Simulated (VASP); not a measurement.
# CuSi16 (a cell with a defect) in VASP: notebook

The runs below take CuSi16 (a cell with a defect) through single point, with PBE+D3(BJ).

Program: VASP 6.6.1. These are calculated values, not measurements. Logs are shortened: lines on timing, memory, paths and dates and some standing lists are left out, and cuts for length are marked.

## 1. The cell of the first run

The cell holds a defect, 17 atoms: a = 7.679 Å, b = 7.679 Å, c = 7.679 Å, α = 60.00°, β = 60.00°, γ = 60.00°.

## 2. Single point, PBE+D3(BJ)

Input file INCAR:

```
SYSTEM = CuSi16
PREC     = Accurate       ! precision mode
ENCUT    = 520            ! plane-wave cutoff, eV
EDIFF    = 1E-6           ! SCF threshold, eV
ISMEAR   = 0              ! smearing method
SIGMA    = 0.05           ! smearing width, eV
LREAL    = Auto         
LASPH    = .TRUE.         ! aspherical terms in the spheres
NELM     = 60             ! most SCF steps
ALGO     = Normal         ! electronic algorithm
ISIF     = 2              ! what is computed and relaxed
LWAVE    = .FALSE.        ! write WAVECAR
LCHARG   = .FALSE.        ! write CHGCAR
GGA      = PE             ! functional
IVDW     = 12             ! dispersion correction
NELECT   = 74.0         
NBANDS   = 52             ! bands
```

Input file KPOINTS:

```
Automatic mesh
0
G
  2 2 2
  0 0 0
```

Input file POSCAR:

```
CuSi16
1.0
    0.0000000000      5.4300000000      5.4300000000
    5.4300000000      0.0000000000      5.4300000000
    5.4300000000      5.4300000000      0.0000000000
Si Cu
16 1
Direct
   -0.0080037239     -0.0019338594     -0.0035063633
    0.0850848384      0.1392269623      0.1357631028
   -0.0127743040     -0.0002418147      0.5125825074
    0.1274211955      0.1223479722      0.6222134847
   -0.0083402317      0.5129022929     -0.0034035345
    0.1287480862      0.6254339834      0.1194849359
    0.0158960390      0.4949612737      0.4935113371
    0.1272833728      0.6272473881      0.6223437234
    0.4568762617      0.0097607163      0.0233326440
    0.6181431168      0.1219936397      0.1175868422
    0.4994753301     -0.0086980891      0.5075385038
    0.6129731912      0.1170380554      0.6520215049
    0.5012716692      0.5050292276     -0.0119348147
    0.6177966416      0.6418059618      0.1175271519
    0.4993132675      0.5010183190      0.5074760053
    0.6447274834      0.6200683449      0.6140594055
    0.6574000962      0.2778728359      0.2862731236
```

Potentials or basis: VASP PAW PBE potentials, release 64 (Si, Cu).

Run with:

```console
cat potpaw_PBE.64/Si/POTCAR potpaw_PBE.64/Cu/POTCAR > POTCAR
mpirun -np 1 vasp_std > vasp.out
```

OUTCAR:

```text
SYSTEM = CuSi16
   PREC = Accurate
   ENCUT = 520
   EDIFF = 1E-6
   ISMEAR = 0
   LREAL = Auto
   LASPH = .TRUE.
   NELM = 60
   ISIF = 2
   GGA = PE
   IVDW = 12
   NELECT = 74.0
 IVDW          = 12

 ion  position               nearest neighbor table
   1  0.992  0.998  0.996-   6 2.34  10 2.34   4 2.35   2 2.35
   2  0.085  0.139  0.136-   9 2.33   1 2.35   5 2.35   3 2.37  17 2.68
   3  0.987  1.000  0.513-   4 2.34   8 2.34  12 2.35   2 2.37
   4  0.127  0.122  0.622-  11 2.33   7 2.34   3 2.34   1 2.35
   5  0.992  0.513  0.997-   6 2.34  14 2.34   8 2.35   2 2.35
   6  0.129  0.625  0.119-  13 2.34   5 2.34   1 2.34   7 2.35
   7  0.016  0.495  0.494-  16 2.33   8 2.34   4 2.34   6 2.35
   8  0.127  0.627  0.622-  15 2.33   7 2.34   3 2.34   5 2.35
   9  0.457  0.010  0.023-  10 2.32  14 2.32   2 2.33  12 2.34
  10  0.618  0.122  0.118-   9 2.32   1 2.34  17 2.35  13 2.40  11 2.45
  11  0.499  0.991  0.508-  16 2.33   4 2.33  12 2.41  10 2.45  17 2.46
  12  0.613  0.117  0.652-   9 2.34   3 2.35  17 2.35  11 2.41  15 2.41
  13  0.501  0.505  0.988-   6 2.34  16 2.35  14 2.40  10 2.40  17 2.53
  14  0.618  0.642  0.118-   9 2.32   5 2.34  17 2.35  13 2.40  15 2.45
  15  0.499  0.501  0.507-  16 2.33   8 2.33  12 2.41  14 2.45  17 2.46
  16  0.645  0.620  0.614-   7 2.33  15 2.33  11 2.33  13 2.35
  17  0.657  0.278  0.286-  10 2.35  14 2.35  12 2.35  15 2.46  11 2.46  13 2.53   2 2.68

  LATTYP: Found a face centered cubic cell.
 ALAT       =    10.8600000000

  Lattice vectors:

 A1 = (   0.0000000000,   5.4300000000,   5.4300000000)
 A2 = (   5.4300000000,   0.0000000000,   5.4300000000)
 A3 = (   5.4300000000,   5.4300000000,   0.0000000000)

Analysis of symmetry for initial positions (statically):
=====================================================================
 Subroutine PRICEL returns:
 Original cell was already a primitive cell.

 Routine SETGRP: Setting up the symmetry group for a
 face centered cubic supercell.

 Subroutine GETGRP returns: Found  1 space group operations
 (whereof  1 operations were pure point group operations)
 out of a pool of 48 trial point group operations.

The static configuration has the point symmetry C_1 .

Analysis of symmetry for dynamics (positions and initial velocities):
=====================================================================
 Subroutine PRICEL returns:
 Original cell was already a primitive cell.

 Routine SETGRP: Setting up the symmetry group for a
 face centered cubic supercell.

 Subroutine GETGRP returns: Found  1 space group operations
 (whereof  1 operations were pure point group operations)
 out of a pool of 48 trial point group operations.

The dynamic configuration has the point symmetry C_1 .

 Subroutine INISYM returns: Found  1 space group operations
 (whereof  1 operations are pure point group operations),
 and found     1 'primitive' translations

----------------------------------------------------------------------------------------

                                     Primitive cell

  volume of cell :     320.2060

  direct lattice vectors                    reciprocal lattice vectors
     0.000000000  5.430000000  5.430000000    -0.092081031  0.092081031  0.092081031
     5.430000000  0.000000000  5.430000000     0.092081031 -0.092081031  0.092081031
     5.430000000  5.430000000  0.000000000     0.092081031  0.092081031 -0.092081031

  length of vectors
     7.679179644  7.679179644  7.679179644     0.159489025  0.159489025  0.159489025

  position of ions in fractional coordinates (direct lattice)
     0.991996276  0.998066141  0.996493637
     0.085084838  0.139226962  0.135763103
     0.987225696  0.999758185  0.512582507
     0.127421195  0.122347972  0.622213485
     0.991659768  0.512902293  0.996596465
     0.128748086  0.625433983  0.119484936
[... 9 lines left out ...]
     0.644727483  0.620068345  0.614059406
     0.657400096  0.277872836  0.286273124

  ion indices of the primitive-cell ions
   primitive index   ion index
                 1           1
                 2           2
                 3           3
                 4           4
                 5           5
                 6           6
[... 9 lines left out ...]
                16          16
                17          17

----------------------------------------------------------------------------------------

 KPOINTS: Automatic mesh

Automatic generation of k-mesh.
 Grid dimensions read from file:
 generate k-points for:    2    2    2

 Generating k-lattice:

  Cartesian coordinates                     Fractional coordinates (reciprocal lattice)
    -0.046040516  0.046040516  0.046040516     0.500000000  0.000000000  0.000000000
     0.046040516 -0.046040516  0.046040516     0.000000000  0.500000000  0.000000000
     0.046040516  0.046040516 -0.046040516     0.000000000  0.000000000  0.500000000

  Length of vectors
     0.079744512  0.079744512  0.079744512

  Shift w.r.t. Gamma in fractional coordinates (k-lattice)
     0.000000000  0.000000000  0.000000000

 Subroutine IBZKPT returns following result:
 ===========================================

 Found      8 irreducible k-points:

 Following reciprocal coordinates:
            Coordinates               Weight
  0.000000  0.000000  0.000000      1.000000
  0.500000  0.000000  0.000000      1.000000
  0.000000  0.500000  0.000000      1.000000
  0.000000  0.000000  0.500000      1.000000
  0.500000  0.500000  0.500000      1.000000
  0.500000  0.500000  0.000000      1.000000
  0.000000  0.500000  0.500000      1.000000
  0.500000  0.000000  0.500000      1.000000
   k-points           NKPTS =      8   k-points in BZ     NKDIM =      8   number of bands    NBANDS=     52
   number of dos      NEDOS =    301   number of ions     NIONS =     17
   total plane-waves  NPLWV = 216000
   dimension x,y,z NGX =    60 NGY =   60 NGZ =   60
   dimension x,y,z NGXF=   120 NGYF=  120 NGZF=  120
   ions per type =              16   1
   NGX,Y,Z   is equivalent  to a cutoff of  12.99, 12.99, 12.99 a.u.
   NGXF,Y,Z  is equivalent  to a cutoff of  25.98, 25.98, 25.98 a.u.
 SYSTEM =  CuSi16
   PREC   = accura    normal or accurate (medium, high low for compatibility)
   ISTART =      0    job   : 0-new  1-cont  2-samecut
   ICHARG =      2    charge: 1-file 2-atom 10-const
   ISPIN  =      1    spin polarized calculation?
   LNONCOLLINEAR =      F non collinear calculations
   LSORBIT =      F    spin-orbit coupling
   LASPH  =      T    aspherical Exc in radial PAW
   ENCUT  =  520.0 eV  38.22 Ry    6.18 a.u.  14.28 14.28 14.28*2*pi/ulx,y,z
   NELM   =     60;   NELMIN=  2; NELMDL= -5     # of ELM steps
   EDIFF  = 0.1E-05   stopping-criterion for ELM
   LREAL  =      T    real-space projection
   EDIFFG = 0.1E-04   stopping-criterion for IOM
   NSW    =      0    number of steps for IOM
   IBRION =     -1    ionic relax: 0-MD 1-quasi-New 2-CG
   NFREE  =      0    steps in history (QN), initial steepest desc. (CG)
   ISIF   =      2    stress and relaxation
   ISYM   =      2    0-nonsym 1-usesym 2-fastsym
   POTIM  = 0.5000    time-step for ionic-motion
   TEBEG  =    0.0;   TEEND  =   0.0 temperature during run
   PSTRESS=    0.0 pullay stress
   NELECT =      74.0000    total number of electrons
   NUPDOWN=      -1.0000    fix difference up-down
   EMIN   =  10.00;   EMAX   =-10.00  energy-range for DOS
   EFERMI =   0.00;   METHOD = LEGACY
   ISMEAR =     0;   SIGMA  =   0.05  broadening in eV -4-tet -1-fermi 0-gaus
   EFERMI_NEDOS =   21; number of points for ismear=-14 and -15
   IALGO  =     38    algorithm
   IMIX   =      4    mixing-type and parameters
     AMIX     =   0.40;   BMIX     =  1.00
     AMIX_MAG =   1.60;   BMIX_MAG =  1.00
  volume/ion in A,a.u.               =      18.84       127.11
  Fermi-wavevector in a.u.,A,eV,Ry     =   1.004636  1.898488 13.732283  1.009294
  Thomas-Fermi vector in A             =   2.137265
   LORBIT       =      0    0 simple, 1 ext, 2 COOP (PROOUT), +10 PAW based schemes
   GGA     = PE    functional components
   LHFCALC =     F    Hartree Fock is set to
   AEXX    =    0.0000 exact exchange contribution
   IVDW    =    12    specifies the selected vdW correction
   LEPSILON=     F    determine dielectric tensor
   LRPA    =     F    only Hartree local field effects (RPA)
 non-spin polarized calculation
 Gauss-broadening in eV      SIGMA  =   0.05
  energy-cutoff  :      520.00
  volume of cell :      320.21
 maximum number of plane-waves:      8646
 NGX is ok and might be reduce to    60
   NGX = 29   NGY = 29   NGZ = 29

 number of electron      73.9999999 magnetization

 Free energy of the ion-electron system (eV)
  ---------------------------------------------------
  ext. energy  EPLUGINS =         0.00000000
  ---------------------------------------------------
  free energy    TOTEN  =       -94.22247324 eV

  energy without entropy =      -94.22165342  energy(sigma->0) =      -94.22206333

 E-fermi :   6.4047     XC(G=0):  -9.6100

 val. band max:        6.3313875247   @ k =   0.0000   0.0000   0.0000
 cond. band min:       6.4780855468   @ k =   0.0000   0.0000   0.0000
 fundamental gap:      0.1466980221
 Fermi energy:         6.4047365412

 k-point     1 :       0.0000    0.0000    0.0000
  band No.  band energies     occupation
      1      -5.8949      2.00000
      2      -3.5313      2.00000
      3      -3.5143      2.00000
      4      -3.4877      2.00000
      5      -3.4662      2.00000
      6      -2.0068      2.00000
[... 41 lines left out ...]
     48       8.4678      0.00000
     49       8.5660      0.00000

 k-point     2 :       0.5000    0.0000    0.0000
  band No.  band energies     occupation
      1      -5.2598      2.00000
      2      -4.8974      2.00000
      3      -3.2404      2.00000
      4      -3.2255      2.00000
      5      -3.2014      2.00000
      6      -3.0673      2.00000
[... 41 lines left out ...]
     48       9.8138      0.00000
     49       9.8459      0.00000

 k-point     3 :       0.0000    0.5000    0.0000
  band No.  band energies     occupation
      1      -5.1975      2.00000
      2      -4.9656      2.00000
      3      -3.3079      2.00000
      4      -3.2503      2.00000
      5      -3.1495      2.00000
      6      -3.0360      2.00000
[... 41 lines left out ...]
     48       9.8343      0.00000
     49       9.9590      0.00000

 k-point     4 :       0.0000    0.0000    0.5000
  band No.  band energies     occupation
      1      -5.1918      2.00000
      2      -4.9787      2.00000
      3      -3.3115      2.00000
      4      -3.2231      2.00000
      5      -3.1456      2.00000
      6      -3.0344      2.00000
[... 41 lines left out ...]
     48       9.8214      0.00000
     49       9.9085      0.00000

 k-point     5 :       0.5000    0.5000    0.5000
  band No.  band energies     occupation
      1      -5.1976      2.00000
      2      -4.9650      2.00000
      3      -3.3079      2.00000
      4      -3.2512      2.00000
      5      -3.1501      2.00000
      6      -3.0367      2.00000
[... 41 lines left out ...]
     48       9.8359      0.00000
     49       9.9620      0.00000

 k-point     6 :       0.5000    0.5000    0.0000
  band No.  band energies     occupation
      1      -4.9347      2.00000
      2      -4.7142      2.00000
      3      -3.8836      2.00000
      4      -3.7741      2.00000
      5      -3.7456      2.00000
      6      -3.7367      2.00000
[... 41 lines left out ...]
     48      10.4684      0.00000
     49      10.4836      0.00000

 k-point     7 :       0.0000    0.5000    0.5000
  band No.  band energies     occupation
      1      -4.9348      2.00000
      2      -4.7141      2.00000
      3      -3.8838      2.00000
      4      -3.7746      2.00000
      5      -3.7448      2.00000
      6      -3.7369      2.00000
[... 41 lines left out ...]
     48      10.4674      0.00000
     49      10.4837      0.00000

 k-point     8 :       0.5000    0.0000    0.5000
  band No.  band energies     occupation
      1      -4.9294      2.00000
      2      -4.7212      2.00000
      3      -3.8834      2.00000
      4      -3.7621      2.00000
      5      -3.7612      2.00000
      6      -3.7299      2.00000
[... 41 lines left out ...]
     48      10.4732      0.00000
     49      10.4850      0.00000
 [bands above 49 left out]

------------------------ aborting loop because EDIFF is reached ----------------------------------------

 Edisp (eV)   -5.67138

 E8    (eV) :    -2.3524

  FORCE on cell =-STRESS in cart. coord.  units (eV):
  Direction    XX          YY          ZZ          XY          YZ          ZX
  --------------------------------------------------------------------------------------
  -------------------------------------------------------------------------------------
  Total      -7.18669    -7.80462    -7.21248    -0.07213     0.13021     0.77079
  in kB     -35.95918   -39.05107   -36.08825    -0.36090     0.65151     3.85669
  external pressure =      -37.03 kB  Pullay stress =        0.00 kB

 VOLUME and BASIS-vectors are now :
 -----------------------------------------------------------------------------
  energy-cutoff  :      520.00
  volume of cell :      320.21
      direct lattice vectors                 reciprocal lattice vectors
     0.000000000  5.430000000  5.430000000    -0.092081031  0.092081031  0.092081031
     5.430000000  0.000000000  5.430000000     0.092081031 -0.092081031  0.092081031
     5.430000000  5.430000000  0.000000000     0.092081031  0.092081031 -0.092081031

 POSITION                                       TOTAL-FORCE (eV/Angst)
 -----------------------------------------------------------------------------------
     10.83046     10.79750     10.80604        -0.005379     -0.005189      0.001126
      1.49320      1.19920      1.21801         0.000057      0.013090      0.004956
      8.21201      8.14396     10.78932        -0.003011     -0.000859     -0.001834
      4.04297      4.07052      1.35625         0.004602      0.003916     -0.000035
      8.19658     10.79623      8.16977        -0.007958     -0.002916      0.000513
      4.04491      1.34791      4.09521         0.004297      0.003933      0.002973
[... 9 lines left out ...]
      6.70131      6.83521      6.86784         0.009526      0.002994      0.000233
      3.06331      5.12415      5.07853        -0.008701      0.011821      0.008716
 -----------------------------------------------------------------------------------
    total drift:                               -0.003951      0.010915      0.007294

  FREE ENERGIE OF THE ION-ELECTRON SYSTEM (eV)
  ---------------------------------------------------
  free  energy   TOTEN  =       -99.8938548545 eV

  energy  without entropy=      -99.8930350312  energy(sigma->0) =      -99.89344494
```

It took 3.7 min on 1 thread of Intel Xeon 6975P-C (Granite Rapids), shared host; peak memory 0.47 GiB.

What came out:

```
Free energy                : -99.8939 eV
Largest force              : 0.017 eV/Å
Dispersion energy per atom : -0.334 eV
```

Forces on the atoms (eV/Å):
```
Si  -0.005 -0.005  0.001
Si   0.000  0.013  0.005
Si  -0.003 -0.001 -0.002
Si   0.005  0.004  0.000
Si  -0.008 -0.003  0.001
Si   0.004  0.004  0.003
Si  -0.001 -0.008 -0.005
Si   0.002  0.001  0.000
Si  -0.008 -0.004  0.001
Si  -0.002 -0.001 -0.005
Si  -0.007 -0.006 -0.012
Si   0.008  0.007 -0.003
Si  -0.006 -0.008 -0.001
Si   0.013 -0.002  0.010
Si   0.006 -0.006  0.000
Si   0.010  0.003  0.000
Cu  -0.009  0.012  0.009
```

Caveat: the k points lie up to 0.50 Å⁻¹ apart; the cell carries a net charge on a neutralising background, which shifts energy and pressure; the cell is charged against a uniform background, so pressure and absolute levels hang on convention.

## 3. Single point, PBE+D3(BJ)

Input file INCAR:

```
ALGO = Normal
EDIFF = 1E-6
ENCUT = 520
GGA = PE
ISIF = 2
ISMEAR = 0
IVDW = 12
LASPH = True
LCHARG = False
LREAL = Auto
LWAVE = False
NBANDS = 52
NELECT = 74.0
NELM = 80
PREC = Accurate
SIGMA = 0.05
```

Input file KPOINTS:

```
k-points
0
Gamma
  2 2 2
```

Input file POSCAR:

```
CuSi16
1.0
    0.0000000000      5.4300000000      5.4300000000
    5.4300000000      0.0000000000      5.4300000000
    5.4300000000      5.4300000000      0.0000000000
Si Cu
16 1
Direct
    0.0071058932     -0.0265073665      0.0117821363
    0.1332616022      0.1176448435      0.1253437385
    0.0021971455      0.0025446593      0.4973927256
    0.1247912523      0.1122691529      0.6375953039
    0.0023949355      0.5073787293      0.0070763352
    0.1140061694      0.6023500000      0.1683864641
   -0.0149281768      0.4889202578      0.5402165746
    0.1263704420      0.6282943831      0.6332496317
    0.5044640884      0.0109900552     -0.0200373849
    0.6228711786      0.1178205341      0.1257286372
    0.4972697053      0.0025046961      0.4975796501
    0.6294825967      0.1315315838      0.6089037753
    0.4820156538      0.5076662983      0.0071423573
    0.6191709945      0.6371772560      0.1234442910
    0.4990624309      0.5055383057      0.4958598527
    0.6113257827      0.6283836096      0.6333360958
    0.8459848066      0.3391002762     -0.0321949355
```

Potentials or basis: VASP PAW PBE potentials, release 64 (Si, Cu).

Run with:

```console
cat potpaw_PBE.64/Si/POTCAR potpaw_PBE.64/Cu/POTCAR > POTCAR
mpirun -np 1 vasp_std > vasp.out
```

Wall time 3.5 min (1 thread of Intel Xeon 6975P-C (Granite Rapids), shared host); peak memory 0.48 GiB.

It converged, with:

| Quantity | Value |
| --- | --- |
| Free energy | -99.8937 eV |
| Largest force | 0.014 eV/Å |
| Dispersion energy per atom | -0.334 eV |

Forces in eV/Å, atoms in the order of the input:
```
Si   0.001  0.004 -0.007
Si   0.006  0.001  0.001
Si   0.002  0.002 -0.005
Si  -0.002 -0.007 -0.003
Si   0.005  0.006  0.003
Si  -0.006 -0.001  0.002
Si  -0.004 -0.004  0.010
Si  -0.003 -0.006  0.000
Si   0.001 -0.001 -0.009
Si  -0.004 -0.005  0.010
Si   0.009  0.006 -0.005
Si  -0.003  0.003  0.008
Si   0.007 -0.002 -0.012
Si  -0.004  0.005  0.001
Si   0.011  0.000 -0.007
Si  -0.009  0.003  0.003
Cu  -0.008 -0.005  0.009
```

Levels at points of the mesh, in eV from the Fermi level:
```csv
k point,band 35,band 36,band 37,band 38,band 39,band 40
"(0.00, 0.00, 0.00)",-0.63,-0.20,-0.07,0.07,0.38,0.58
"(0.50, 0.00, 0.00)",-0.91,-0.85,-0.75,0.55,1.12,1.24
"(0.00, 0.50, 0.00)",-0.89,-0.89,-0.80,0.50,1.14,1.23
"(0.00, 0.00, 0.50)",-0.89,-0.65,-0.52,0.52,1.00,1.34
"(0.50, 0.50, 0.50)",-0.91,-0.85,-0.75,0.55,1.12,1.24
"(0.50, 0.50, 0.00)",-1.47,-1.44,-1.09,0.65,0.98,1.93
"(0.00, 0.50, 0.50)",-1.51,-1.42,-1.13,0.67,0.97,1.94
"(0.50, 0.00, 0.50)",-1.47,-1.44,-1.10,0.65,0.98,1.93
```

Caveat: the k points lie up to 0.50 Å⁻¹ apart; the cell carries a net charge on a neutralising background, which shifts energy and pressure; the cell is charged against a uniform background, so pressure and absolute levels hang on convention.

[end of part 1 of 2]
